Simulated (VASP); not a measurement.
# TiAs3 (P6_3/mmc) in VASP: further runs

TiAs3 is run at these levels: PBE; tasks: single point, relaxation of cell and atoms.

Everything below comes from runs of VASP 6.6.1. Logs are shortened: lines on timing, memory, paths and dates and some standing lists are left out, and cuts for length are marked.

## (1) The cell of the first run

It takes space group P6_3/mmc (No. 194, hexagonal). Conventional cell: a = 6.010 Å, b = 6.010 Å, c = 4.843 Å, α = 90.00°, β = 90.00°, γ = 120.00°. Ti (site symmetry -6m2) has 12 As at 2.85 to 3.01 Å within 3.8 Å. Within 3.4 Å of As (site symmetry mm2) lie 6 As at 2.59 to 3.12 Å and 4 Ti at 2.85 to 3.01 Å.

## (2) Single point, PBE

Input file INCAR:

```
PREC = Accurate
ENCUT = 520
EDIFF = 1E-7
ISMEAR = 0
SIGMA = 0.1
LREAL = False
LASPH = True
NELM = 100
ALGO = Normal
ISIF = 2
LWAVE = False
LCHARG = True
GGA = PE
LELF = True
LVHAR = True
NBANDS = 37
```

Input file KPOINTS:

```
Automatic mesh
0
Gamma
  3 3 4
```

Input file POSCAR:

```
TiAs3
1.0
    6.0104657114      0.0000000000      0.0000000000
   -3.0052328557      5.2052159947      0.0000000000
    0.0000000000      0.0000000000      4.8426767817
Ti As
2 6
Direct
    0.3333333333      0.6666666667      0.2500000000
    0.6666666667      0.3333333333      0.7500000000
    0.8104530471      0.6209060943      0.2500000000
    0.1895469529      0.8104530471      0.7500000000
    0.3790939057      0.1895469529      0.2500000000
    0.1895469529      0.3790939057      0.7500000000
    0.8104530471      0.1895469529      0.2500000000
    0.6209060943      0.8104530471      0.7500000000
```

Potentials or basis: VASP PAW PBE potentials, release 64 (Ti_sv, As).

The run is started by

```console
$ cat potpaw_PBE.64/Ti_sv/POTCAR potpaw_PBE.64/As/POTCAR > POTCAR
$ mpirun -np 1 vasp_std > vasp.out
```

OUTCAR:

```text
PREC = Accurate
   ENCUT = 520
   EDIFF = 1E-7
   ISMEAR = 0
   LREAL = False
   LASPH = True
   NELM = 100
   ISIF = 2
   GGA = PE

 ion  position               nearest neighbor table
   1  0.333  0.667  0.250-   4 2.85   4 2.85   8 2.85   8 2.85   6 2.85   6 2.85
   2  0.667  0.333  0.750-   7 2.85   7 2.85   5 2.85   5 2.85   3 2.85   3 2.85
   3  0.810  0.621  0.250-   5 2.59   7 2.59   2 2.85   2 2.85
   4  0.190  0.810  0.750-   8 2.59   6 2.59   1 2.85   1 2.85
   5  0.379  0.190  0.250-   7 2.59   3 2.59   2 2.85   2 2.85
   6  0.190  0.379  0.750-   4 2.59   8 2.59   1 2.85   1 2.85
   7  0.810  0.190  0.250-   5 2.59   3 2.59   2 2.85   2 2.85
   8  0.621  0.810  0.750-   4 2.59   6 2.59   1 2.85   1 2.85

  LATTYP: Found a hexagonal cell.
 ALAT       =     6.0104657114
 C/A-ratio  =     0.8057074134

  Lattice vectors:

 A1 = (   6.0104657114,   0.0000000000,   0.0000000000)
 A2 = (  -3.0052328557,   5.2052159947,   0.0000000000)
 A3 = (   0.0000000000,   0.0000000000,   4.8426767817)

Analysis of symmetry for initial positions (statically):
=====================================================================
 Subroutine PRICEL returns:
 Original cell was already a primitive cell.

 Routine SETGRP: Setting up the symmetry group for a
 hexagonal supercell.

 Subroutine GETGRP returns: Found 24 space group operations
 (whereof 12 operations were pure point group operations)
 out of a pool of 24 trial point group operations.

The static configuration has the point symmetry D_3d.
 The point group associated with its full space group is D_6h.

Analysis of symmetry for dynamics (positions and initial velocities):
=====================================================================
 Subroutine PRICEL returns:
 Original cell was already a primitive cell.

 Routine SETGRP: Setting up the symmetry group for a
 hexagonal supercell.

 Subroutine GETGRP returns: Found 24 space group operations
 (whereof 12 operations were pure point group operations)
 out of a pool of 24 trial point group operations.

The dynamic configuration has the point symmetry D_3d.
 The point group associated with its full space group is D_6h.

 Subroutine INISYM returns: Found 24 space group operations
 (whereof 12 operations are pure point group operations),
 and found     1 'primitive' translations

[... 95 lines left out ...]
   NFREE  =      0    steps in history (QN), initial steepest desc. (CG)
   ISIF   =      2    stress and relaxation
   ISYM   =      2    0-nonsym 1-usesym 2-fastsym
   POTIM  = 0.5000    time-step for ionic-motion
   TEBEG  =    0.0;   TEEND  =   0.0 temperature during run
   PSTRESS=    0.0 pullay stress
   NELECT =      54.0000    total number of electrons
   NUPDOWN=      -1.0000    fix difference up-down
   EMIN   =  10.00;   EMAX   =-10.00  energy-range for DOS
   EFERMI =   0.00;   METHOD = LEGACY
   ISMEAR =     0;   SIGMA  =   0.10  broadening in eV -4-tet -1-fermi 0-gaus
   EFERMI_NEDOS =   21; number of points for ismear=-14 and -15
   IALGO  =     38    algorithm
   IMIX   =      4    mixing-type and parameters
     AMIX     =   0.40;   BMIX     =  1.00
     AMIX_MAG =   1.60;   BMIX_MAG =  1.00
  volume/ion in A,a.u.               =      18.94       127.80
  Fermi-wavevector in a.u.,A,eV,Ry     =   1.160723  2.193449 18.330832  1.347278
  Thomas-Fermi vector in A             =   2.297303
   LORBIT       =      0    0 simple, 1 ext, 2 COOP (PROOUT), +10 PAW based schemes
   GGA     = PE    functional components
   LHFCALC =     F    Hartree Fock is set to
   AEXX    =    0.0000 exact exchange contribution
   IVDW    =     0    specifies the selected vdW correction
   LEPSILON=     F    determine dielectric tensor
   LRPA    =     F    only Hartree local field effects (RPA)
 non-spin polarized calculation
 Gauss-broadening in eV      SIGMA  =   0.10
  energy-cutoff  :      520.00
  volume of cell :      151.51
 maximum number of plane-waves:      4134
 NGX is ok and might be reduce to    48
   NGX = 23   NGY = 23   NGZ = 19

 number of electron      54.0000010 magnetization

 Free energy of the ion-electron system (eV)
  ---------------------------------------------------
  ext. energy  EPLUGINS =         0.00000000
  ---------------------------------------------------
  free energy    TOTEN  =       -43.88672768 eV

  energy without entropy =      -43.85416532  energy(sigma->0) =      -43.87044650

 E-fermi :   6.9072     XC(G=0): -10.7452

 val. band max:        6.8529139569   @ k =   0.3333   0.3333   0.5000
 cond. band min:       6.9415271713   @ k =   0.3333  -0.0000   0.2500
 fundamental gap:      0.0886132144
 Fermi energy:         6.9071667980

 k-point     1 :       0.0000    0.0000    0.0000
  band No.  band energies     occupation
      1     -50.5529      2.00000
      2     -50.5521      2.00000
      3     -26.8947      2.00000
      4     -26.8947      2.00000
      5     -26.8881      2.00000
      6     -26.8881      2.00000
[... 349 lines left out ...]
     36       8.7411      0.00000
     37       9.8672      0.00000

------------------------ aborting loop because EDIFF is reached ----------------------------------------

  FORCE on cell =-STRESS in cart. coord.  units (eV):
  Direction    XX          YY          ZZ          XY          YZ          ZX
  --------------------------------------------------------------------------------------
  -------------------------------------------------------------------------------------
  Total        0.1574075      0.1574075     -0.0028215     -0.0000000     -0.0000000     -0.0000000
  in kB        1.6645766      1.6645766     -0.0298374     -0.0000000     -0.0000000     -0.0000000
  external PRESSURE =       1.0997719 kB  Pullay stress =       0.0000000 kB

 VOLUME and BASIS-vectors are now :
 -----------------------------------------------------------------------------
  energy-cutoff  :      520.00
  volume of cell :      151.51
      direct lattice vectors                 reciprocal lattice vectors
     6.010465711  0.000000000  0.000000000     0.166376459  0.096057493  0.000000000
    -3.005232856  5.205215995  0.000000000     0.000000000  0.192114986  0.000000000
     0.000000000  0.000000000  4.842676782     0.000000000  0.000000000  0.206497366

 POSITION                                       TOTAL-FORCE (eV/Angst)
 -----------------------------------------------------------------------------------
     -0.00000      3.47014      1.21067         0.000000     -0.000000      0.000000
      3.00523      1.73507      3.63201         0.000000     -0.000000      0.000000
      3.00523      3.23195      1.21067         0.000000      0.023960      0.000000
     -1.29633      4.21858      3.63201        -0.020750      0.011980      0.000000
      1.70890      0.98663      1.21067        -0.020750     -0.011980      0.000000
      0.00000      1.97327      3.63201         0.000000     -0.023960     -0.000000
      4.30157      0.98663      1.21067         0.020750     -0.011980      0.000000
      1.29633      4.21858      3.63201         0.020750      0.011980      0.000000
 -----------------------------------------------------------------------------------
    total drift:                               -0.000000      0.000000     -0.000000

  FREE ENERGIE OF THE ION-ELECTRON SYSTEM (eV)
  ---------------------------------------------------
  free  energy   TOTEN  =       -43.8867276843 eV

  energy  without entropy=      -43.8541653176  energy(sigma->0) =      -43.87044650
```

Run time: 62 s. Hardware: 1 thread of Intel Xeon Platinum 8488C (Sapphire Rapids), shared host; peak memory 0.27 GiB.

What came out:

```
Free energy            : -43.8867 eV
Pressure               : 0.1 GPa
Largest force          : 0.024 eV/Å
Band gap on the k mesh : zero (band 27 reaches 7.60 eV, above the bottom of band 28 at 6.57 eV)
```

Forces on the atoms (eV/Å):
```
Ti   0.000  0.000  0.000
Ti   0.000  0.000  0.000
As   0.000  0.024  0.000
As  -0.021  0.012  0.000
As  -0.021 -0.012  0.000
As   0.000 -0.024  0.000
As   0.021 -0.012  0.000
As   0.021  0.012  0.000
```

Stress tensor (GPa, compression positive):
```
0.17 0.00 0.00
0.00 0.17 0.00
0.00 0.00 0.00
```

Caveat: the k points lie up to 0.40 Å⁻¹ apart.

## (3) Relaxation of cell and atoms, PBE

This run uses another cell than the first one, of 19.51 Å³/atom, 1.030 times its volume.

Input file INCAR:

```
SYSTEM = TiAs3
PREC = Accurate
ENCUT = 600
EDIFF = 1E-7
ISMEAR = 0
SIGMA = 0.1
LREAL = .FALSE.
LASPH = .TRUE.
NELM = 80
ALGO = Normal
ISIF = 3
LWAVE = .FALSE.
LCHARG = .FALSE.
GGA = PE
IBRION = 2
NSW = 90
EDIFFG = -0.04
```

Input file KPOINTS:

```
regular mesh
0
G
  3 3 4
  0 0 0
```

Input file POSCAR:

```
TiAs3
1.0
    6.0778422045      0.0000000000      0.0000000000
   -3.0389211023      5.2635657493      0.0000000000
    0.0000000000      0.0000000000      4.8784061335
Ti As
2 6
Direct
    0.3333333333      0.6666666667      0.2500000000
    0.6666666667      0.3333333333      0.7500000000
    0.8330000000      0.6660000000      0.2500000000
    0.1670000000      0.8330000000      0.7500000000
    0.3340000000      0.1670000000      0.2500000000
    0.1670000000      0.3340000000      0.7500000000
    0.8330000000      0.1670000000      0.2500000000
    0.6660000000      0.8330000000      0.7500000000
```

Potentials or basis: VASP PAW PBE potentials, release 64 (Ti_sv, As).

The run is started by

```console
$ cat potpaw_PBE.64/Ti_sv/POTCAR potpaw_PBE.64/As/POTCAR > POTCAR
$ mpirun -np 1 vasp_std > vasp.out
```

It took 14 min on 1 thread of Intel Xeon Platinum 8488C (Sapphire Rapids), shared host; peak memory 0.34 GiB.

Results (log left out):

* Free energy: -43.8881 eV
* Relaxed volume: 18.98 Å³/atom
* Relaxed cell: a = 6.020 Å, b = 6.020 Å, c = 4.837 Å, α = 90.00°, β = 90.00°, γ = 120.00°
* Space group after relaxing (to 0.05 Å): P6_3/mmc (No. 194)
* Energy gained by relaxing: 140.4 meV/atom
* Ionic steps: 16
* Pressure after relaxing: 0.0 GPa
* Largest force after relaxing: 0.010 eV/Å
* Band gap on the k mesh: zero (band 27 reaches 7.57 eV, above the bottom of band 28 at 6.55 eV)

Forces on the atoms (eV/Å):
```
Ti   0.000  0.000  0.000
Ti   0.000  0.000  0.000
As   0.000  0.010  0.000
As  -0.008  0.005  0.000
As  -0.008 -0.005  0.000
As   0.000 -0.010  0.000
As   0.008 -0.005  0.000
As   0.008  0.005  0.000
```

The path:
```tsv
step	energy change (eV)	largest force (eV/Å)	pressure (GPa)	volume (Å³)
1	0.0000	1.1111	-5.86	156.07
2	-0.5945	0.9511	2.66	140.49
3	-0.6003	0.8936	3.99	138.76
4	-0.9211	0.2611	4.33	139.74
5	-0.8871	0.4970	5.73	140.33
6	-0.9410	0.0884	4.65	139.94
7	-1.0188	0.3379	-2.46	151.30
8	-1.0458	0.2516	-0.28	147.30
9	-1.0673	0.1722	-0.16	147.74
10	-1.0947	0.0672	0.39	148.79
11	-1.0962	0.1397	0.61	149.08
12	-1.1101	0.0756	0.22	150.23
13	-1.1170	0.0612	-0.75	153.65
14	-1.1218	0.0075	-0.36	152.14
15	-1.1220	0.0152	-0.42	152.34
16	-1.1231	0.0097	-0.01	151.83
```

Final structure:
```xyz
8
Lattice="6.0204 0.0000 0.0000 -3.0102 5.2138 0.0000 0.0000 0.0000 4.8369" Properties=species:S:1:pos:R:3 pbc="T T T"
Ti    0.0000    3.4759    1.2092
Ti    3.0102    1.7379    3.6277
As    3.0102    3.2360    1.2092
As   -1.2973    4.2249    3.6277
As    1.7129    0.9889    1.2092
As    0.0000    1.9779    3.6277
As    4.3075    0.9889    1.2092
As    1.2973    4.2249    3.6277
```

Levels at points of the mesh, in eV from the Fermi level:
```
           k point  band 25  band 26  band 27  band 28  band 29  band 30
(0.00, 0.00, 0.00)    -2.18    -0.70     0.17     0.17     0.40     0.97
(0.00, 0.00, 0.50)     0.30     0.30     0.69     0.69     0.69     0.69
```

Caveat: the k points lie up to 0.40 Å⁻¹ apart in the final cell.
